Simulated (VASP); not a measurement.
# P (Cmce) in VASP: a series of runs, part 3 of 3

VASP 6.6.1. Earlier steps stand in the parts before.

## Step 4: Single point, PBE+D3(BJ) (uniaxial strain along a: -4.0 %)

Contents of INCAR:

```
SYSTEM = P
PREC     = Accurate       ! precision mode
ENCUT    = 520            ! plane-wave cutoff, eV
EDIFF    = 1E-6           ! SCF threshold, eV
ISMEAR   = 0              ! smearing method
SIGMA    = 0.1            ! smearing width, eV
LREAL    = .False.        ! projectors in reciprocal space
LASPH    = .True.         ! aspherical terms in the spheres
NELM     = 80             ! most SCF steps
ALGO     = Normal         ! electronic algorithm
ISIF     = 2              ! what is computed and relaxed
LWAVE    = .False.        ! write WAVECAR
LCHARG   = .False.        ! write CHGCAR
GGA      = PE             ! functional
IVDW     = 12             ! dispersion correction
NBANDS   = 30             ! bands
```

Contents of KPOINTS:

```
regular mesh
0
Gamma
  10 4 8
  0 0 0
```

Contents of POSCAR:

```
P
1.0
    3.1896233161      0.0000000000      0.0000000000
    0.0000000000     10.2934360419      0.0000000000
    0.0000000000      0.0000000000      4.2085304418
P
8
Direct
    0.0000000000      0.8937865045      0.9262513751
    0.5000000000      0.8937865045      0.5737486249
    0.5000000000      0.6062134955      0.0737486249
    0.0000000000      0.6062134955      0.4262513751
    0.5000000000      0.3937865045      0.9262513751
    0.0000000000      0.3937865045      0.5737486249
    0.0000000000      0.1062134955      0.0737486249
    0.5000000000      0.1062134955      0.4262513751
```

Potentials or basis: VASP PAW PBE potentials, release 64 (P).

Run with:

```bash
> cat potpaw_PBE.64/P/POTCAR > POTCAR
> mpirun -np 1 vasp_std > vasp.out
```

OUTCAR:

```text
SYSTEM = P
   PREC = Accurate
   ENCUT = 520
   EDIFF = 1E-6
   ISMEAR = 0
   LREAL = .False.
   LASPH = .True.
   NELM = 80
   ISIF = 2
   GGA = PE
   IVDW = 12
 IVDW          = 12

 ion  position               nearest neighbor table
   1  0.000  0.894  0.926-   2 2.18   2 2.18   7 2.27
   2  0.500  0.894  0.574-   1 2.18   1 2.18   8 2.27
   3  0.500  0.606  0.074-   4 2.18   4 2.18   5 2.27
   4  0.000  0.606  0.426-   3 2.18   3 2.18   6 2.27
   5  0.500  0.394  0.926-   6 2.18   6 2.18   3 2.27
   6  0.000  0.394  0.574-   5 2.18   5 2.18   4 2.27
   7  0.000  0.106  0.074-   8 2.18   8 2.18   1 2.27
   8  0.500  0.106  0.426-   7 2.18   7 2.18   2 2.27

  LATTYP: Found a simple orthorhombic cell.
 ALAT       =     3.1896233161
 B/A-ratio  =     1.3194443433
 C/A-ratio  =     3.2271635305

  Lattice vectors:

 A1 = (  -3.1896233161,   0.0000000000,   0.0000000000)
 A2 = (   0.0000000000,   0.0000000000,   4.2085304418)
 A3 = (   0.0000000000,  10.2934360419,   0.0000000000)

Analysis of symmetry for initial positions (statically):
=====================================================================
 Subroutine PRICEL returns following result:

  LATTYP: Found a base centered orthorhombic cell.
 ALAT       =     3.1896233161
 B/A-ratio  =     3.2271635305
 C/A-ratio  =     1.3194443433

  Lattice vectors:

 A1 = (  -1.5948116581,   5.1467180209,   0.0000000000)
 A2 = (  -1.5948116580,  -5.1467180209,   0.0000000000)
 A3 = (   0.0000000000,   0.0000000000,   4.2085304418)

   2 primitive cells build up your supercell.

 Routine SETGRP: Setting up the symmetry group for a
 simple orthorhombic supercell.

 Subroutine GETGRP returns: Found  8 space group operations
 (whereof  4 operations were pure point group operations)
 out of a pool of  8 trial point group operations.

The static configuration has the point symmetry C_2h.
 The point group associated with its full space group is D_2h.

Analysis of symmetry for dynamics (positions and initial velocities):
[... 153 lines left out ...]
   GGA     = PE    functional components
   LHFCALC =     F    Hartree Fock is set to
   AEXX    =    0.0000 exact exchange contribution
   IVDW    =    12    specifies the selected vdW correction
   LEPSILON=     F    determine dielectric tensor
   LRPA    =     F    only Hartree local field effects (RPA)
 non-spin polarized calculation
 Gauss-broadening in eV      SIGMA  =   0.10
  energy-cutoff  :      520.00
  volume of cell :      138.18
 maximum number of plane-waves:      3760
 NGX is ok and might be reduce to    24
   NGX = 11   NGY = 39   NGZ = 15

 number of electron      40.0000002 magnetization

 Free energy of the ion-electron system (eV)
  ---------------------------------------------------
  ext. energy  EPLUGINS =         0.00000000
  ---------------------------------------------------
  free energy    TOTEN  =       -42.55282275 eV

  energy without entropy =      -42.55051652  energy(sigma->0) =      -42.55166964

 E-fermi :   7.6216     XC(G=0): -10.3390

 val. band max:        7.5009163875   @ k =   0.0000   0.0000   0.3750
 cond. band min:       7.6276088680   @ k =   0.0000   0.2500   0.0000
 fundamental gap:      0.1266924805
 Fermi energy:         7.6216043802

 k-point     1 :       0.0000    0.0000    0.0000
  band No.  band energies     occupation
      1      -8.6157      2.00000
      2      -8.2791      2.00000
      3      -6.3005      2.00000
      4      -5.5044      2.00000
      5      -1.4825      2.00000
      6      -1.2716      2.00000
[... 781 lines left out ...]
     29      10.5213      0.00000
     30      10.5213      0.00000

 [... further k-points ...]

------------------------ aborting loop because EDIFF is reached ----------------------------------------

 Edisp (eV)   -3.24851

 E8    (eV) :    -1.2287

  FORCE on cell =-STRESS in cart. coord.  units (eV):
  Direction    XX          YY          ZZ          XY          YZ          ZX
  --------------------------------------------------------------------------------------
  -------------------------------------------------------------------------------------
  Total       7.17052    -1.35945     2.26598     0.00000     0.00000     0.00000
  in kB      83.14406   -15.76319    26.27456     0.00000     0.00000     0.00000
  external pressure =       31.22 kB  Pullay stress =        0.00 kB

 VOLUME and BASIS-vectors are now :
 -----------------------------------------------------------------------------
  energy-cutoff  :      520.00
  volume of cell :      138.18
      direct lattice vectors                 reciprocal lattice vectors
     3.189623316  0.000000000  0.000000000     0.313516645  0.000000000  0.000000000
     0.000000000 10.293436042  0.000000000     0.000000000  0.097149290  0.000000000
     0.000000000  0.000000000  4.208530442     0.000000000  0.000000000  0.237612633

 POSITION                                       TOTAL-FORCE (eV/Angst)
 -----------------------------------------------------------------------------------
      0.00000      9.20013      3.89816        -0.000000      0.102359      0.220616
      1.59481      9.20013      2.41464         0.000000      0.102359     -0.220616
      1.59481      6.24002      0.31037        -0.000000     -0.102359     -0.220616
      0.00000      6.24002      1.79389         0.000000     -0.102359      0.220616
      1.59481      4.05342      3.89816         0.000000      0.102359      0.220616
      0.00000      4.05342      2.41464         0.000000      0.102359     -0.220616
      0.00000      1.09330      0.31037        -0.000000     -0.102359     -0.220616
      1.59481      1.09330      1.79389         0.000000     -0.102359      0.220616
 -----------------------------------------------------------------------------------
    total drift:                               -0.000000      0.000000     -0.000000

  FREE ENERGIE OF THE ION-ELECTRON SYSTEM (eV)
  ---------------------------------------------------
  free  energy   TOTEN  =       -45.8013323040 eV

  energy  without entropy=      -45.7990260719  energy(sigma->0) =      -45.80017919
```

OSZICAR:

```text
N       E                     dE             d eps       ncg     rms          rms(c)
DAV:   1     0.138349245525E+03    0.13835E+03   -0.17086E+04  5400   0.116E+03
DAV:   2    -0.325698242703E+02   -0.17092E+03   -0.16388E+03  6790   0.185E+02
DAV:   3    -0.427360273595E+02   -0.10166E+02   -0.10021E+02  6996   0.442E+01
DAV:   4    -0.429125370932E+02   -0.17651E+00   -0.17585E+00  7100   0.660E+00
DAV:   5    -0.429155788275E+02   -0.30417E-02   -0.30405E-02  7032   0.850E-01    0.155E+01
DAV:   6    -0.426463149326E+02    0.26926E+00   -0.20343E-01  6510   0.196E+00    0.911E+00
DAV:   7    -0.425549969643E+02    0.91318E-01   -0.33463E-01  6664   0.249E+00    0.550E-01
DAV:   8    -0.425526833769E+02    0.23136E-02   -0.52624E-02  6298   0.105E+00    0.361E-01
DAV:   9    -0.425529198880E+02   -0.23651E-03   -0.14090E-03  6982   0.189E-01    0.205E-01
DAV:  10    -0.425527970852E+02    0.12280E-03   -0.83437E-04  6622   0.125E-01    0.116E-01
DAV:  11    -0.425528229670E+02   -0.25882E-04   -0.12358E-04  6602   0.564E-02    0.344E-02
DAV:  12    -0.425528227549E+02    0.21201E-06   -0.15368E-06  5356   0.655E-03
   1 F= -.45801332E+02 E0= -.45800179E+02  d E =-.230623E-02
```

Wall time 2.7 min (1 thread of Intel Xeon 6975P-C (Granite Rapids), shared host); peak memory 0.39 GiB.

Results:

| Property | Result |
| --- | --- |
| Free energy | -45.8013 eV |
| Pressure | 3.1 GPa |
| Largest force | 0.243 eV/Å |
| Band gap on the k mesh | zero (bands 20 and 21 overlap by 0.30 eV) |
| Dispersion energy per atom | -0.406 eV |

Forces on the atoms (eV/Å):
```
P    0.000  0.102  0.221
P    0.000  0.102 -0.221
P    0.000 -0.102 -0.221
P    0.000 -0.102  0.221
P    0.000  0.102  0.221
P    0.000  0.102 -0.221
P    0.000 -0.102 -0.221
P    0.000 -0.102  0.221
```

Stress tensor (GPa, compression positive):
```
 8.31  0.00  0.00
 0.00 -1.58  0.00
 0.00  0.00  2.63
```

Caveat: the cell differs from its parent crystal (uniaxial strain along a: -4.0 %); the stress differs along the axes, from -2 to 8 GPa.

## Step 5: The runs side by side

```csv
cell,gap on the mesh (eV),pressure (GPa),largest force (eV/Å)
"a = 3.123, b = 10.344, c = 4.229 Å, 8 atoms, atomic positions A",none,5.7,0.48
"a = 3.522, b = 9.996, c = 3.876 Å, 8 atoms, atomic positions B",none,-2.1,0.06
"a = 3.190, b = 10.293, c = 4.209 Å, 8 atoms, atomic positions C",none,3.1,0.24
```

Alike in all rows: task single point; level PBE+D3(BJ); potentials or basis VASP PAW PBE potentials, release 64 (P); no spin polarisation; k mesh 10 × 4 × 8; cutoff (eV) 520; smearing gaussian 0.1 eV.

Caveats: the stress differs along the axes, from -2 to 14 GPa (at least some runs); the stress differs along the axes, from -6 to -0 GPa (at least some runs); the stress differs along the axes, from -2 to 8 GPa (at least some runs).

Absolute energies hang on the potentials; compare differences alone.

The gap in the log of VASP goes by the Fermi energy; the results here count the filled bands.